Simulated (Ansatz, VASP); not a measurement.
**EuS in VASP and in Ansatz**

The input INCAR:

```
ALGO = Normal
EDIFF = 1E-6
ENCUT = 600
GGA = PS
GGA_COMPAT = F
ISIF = 2
ISMEAR = 0
ISPIN = 2
LASPH = T
LCHARG = F
LDAU = T
LDAUJ = 0 0
LDAUL = 3 -1
LDAUPRINT = 1
LDAUTYPE = 2
LDAUU = 8 0
LMAXMIX = 6
LORBIT = 11
LREAL = F
LWAVE = F
MAGMOM = 7.56 7.56 -0.07 -0.07
NBANDS = 35
NELM = 200
PREC = Accurate
SIGMA = 0.05
```

KPOINTS

```
k-points
0
Gamma
  6 6 6
```

POSCAR

```
EuS
1.0
    0.0000000000      2.9785018700      2.9785018700
    5.9570037400      2.9785018700      2.9785018700
    5.9570037400      5.9570037400      0.0000000000
Eu S
2 2
Direct
    0.5000000000      0.5000000000      0.0000000000
    0.5000000000      0.5000000000      0.5000000000
    0.0000000000      0.0000000000      0.0000000000
    0.0000000000      0.0000000000      0.5000000000
```

Input for Ansatz:

```yaml
crystal:
  lattice:
    - [0.0, 2.97850187, 2.97850187]
    - [5.95700374, 2.97850187, 2.97850187]
    - [5.95700374, 5.95700374, 0.0]
  atoms:
    - { symbol: Eu, position: [0.5, 0.5, 0.0], spin: 7.0 }
    - { symbol: S, position: [0.0, 0.0, 0.0] }
    - { symbol: Eu, position: [0.5, 0.5, 0.5], spin: 7.0 }
    - { symbol: S, position: [0.0, 0.0, 0.5] }
basis:
  ecutwfc: 420
  ecutrho_ratio: 4
kpoints:
  mp_grid: { grid: [6, 6, 6] }
hamiltonian:
  xc: pbesol
  hubbard:
    sites:
      - { site: 0, l: f, u_eff: 8.0, starting_ns: [{ spin: up, occupation_matrix: s0up }, { spin: down, occupation_matrix: s0down }] }
      - { site: 2, l: f, u_eff: 8.0, starting_ns: [{ spin: up, occupation_matrix: s2up }, { spin: down, occupation_matrix: s2down }] }
    occupation_matrices:
      s0up:
        matrix:
          - [0.97, 0.0, 0.0, 0.0, 0.0, 0.0, 0.0]
          - [0.0, 0.97, 0.0, 0.0, 0.0, 0.0, 0.0]
          - [0.0, 0.0, 0.97, 0.0, 0.0, 0.0, 0.0]
          - [0.0, 0.0, 0.0, 0.97, 0.0, 0.0, 0.0]
          - [0.0, 0.0, 0.0, 0.0, 0.97, 0.0, 0.0]
          - [0.0, 0.0, 0.0, 0.0, 0.0, 0.97, 0.0]
          - [0.0, 0.0, 0.0, 0.0, 0.0, 0.0, 0.97]
      s0down:
        matrix:
          - [0.02, 0.0, 0.0, 0.0, 0.0, 0.0, 0.0]
          - [0.0, 0.02, 0.0, 0.0, 0.0, 0.0, 0.0]
          - [0.0, 0.0, 0.02, 0.0, 0.0, 0.0, 0.0]
          - [0.0, 0.0, 0.0, 0.02, 0.0, 0.0, 0.0]
          - [0.0, 0.0, 0.0, 0.0, 0.02, 0.0, 0.0]
          - [0.0, 0.0, 0.0, 0.0, 0.0, 0.02, 0.0]
          - [0.0, 0.0, 0.0, 0.0, 0.0, 0.0, 0.02]
      s2up:
        matrix:
          - [0.97, 0.0, 0.0, 0.0, 0.0, 0.0, 0.0]
          - [0.0, 0.97, 0.0, 0.0, 0.0, 0.0, 0.0]
          - [0.0, 0.0, 0.97, 0.0, 0.0, 0.0, 0.0]
          - [0.0, 0.0, 0.0, 0.97, 0.0, 0.0, 0.0]
          - [0.0, 0.0, 0.0, 0.0, 0.97, 0.0, 0.0]
          - [0.0, 0.0, 0.0, 0.0, 0.0, 0.97, 0.0]
          - [0.0, 0.0, 0.0, 0.0, 0.0, 0.0, 0.97]
      s2down:
        matrix:
          - [0.02, 0.0, 0.0, 0.0, 0.0, 0.0, 0.0]
          - [0.0, 0.02, 0.0, 0.0, 0.0, 0.0, 0.0]
          - [0.0, 0.0, 0.02, 0.0, 0.0, 0.0, 0.0]
          - [0.0, 0.0, 0.0, 0.02, 0.0, 0.0, 0.0]
          - [0.0, 0.0, 0.0, 0.0, 0.02, 0.0, 0.0]
          - [0.0, 0.0, 0.0, 0.0, 0.0, 0.02, 0.0]
          - [0.0, 0.0, 0.0, 0.0, 0.0, 0.0, 0.02]
    ns_hold: { iters: 10 }
scf:
  occupations: { method: gaussian, width: 0.05 }
  lower_state_search: "off"
  max_iter: 150
output:
  forces: true
  stress: true
  eigenvalues: true
  populations: true
  hubbard: { sites: [{ site: 0, l: f }, { site: 2, l: f }] }
  write_density: true
  write_potential: true
  elf: true
  volumetric_format: npy
magnetization:
  spin_polarized: true
```

Alike in both runs: task single point; functional PBEsol; k mesh 6 × 6 × 6; occupations gaussian, width 0.05 eV; collinear spin; Hubbard terms Eu f U = 8.0 eV.

|  | VASP | Ansatz |
| --- | --- | --- |
| version | VASP 6.6.1 | Ansatz 0.2.0 |
| potentials or method | VASP PAW PBE potentials, release 64 (Eu, S), cutoff 600 eV | scalar-relativistic, plane waves, PAW |
| valence electrons in the cell | 46 | 46 |

Ansatz gave:

- gap on the k mesh at the Fermi level (eV): 0.93
- least direct gap on the mesh (eV): 0.93
- pressure (GPa): -1.7
- net moment per atom (μB): 3.50
- size of the moment on the site where the two differ most (μB): 6.87

**Question.** What did VASP give for the same quantities?

**Answer.** gap on the k mesh at the Fermi level (eV): 0.78; least direct gap on the mesh (eV): 0.78; pressure (GPa): -1.2; net moment per atom (μB): 3.50; size of the moment on the site where the two differ most (μB): 6.75.

VASP's potentials were made for PBE, not for PBEsol. Site moments also hang on the region over which each program counts them. The programs project onto different local orbitals, so the same U acts differently, and such runs can settle in different states.

Neither program's run includes spin-orbit coupling.
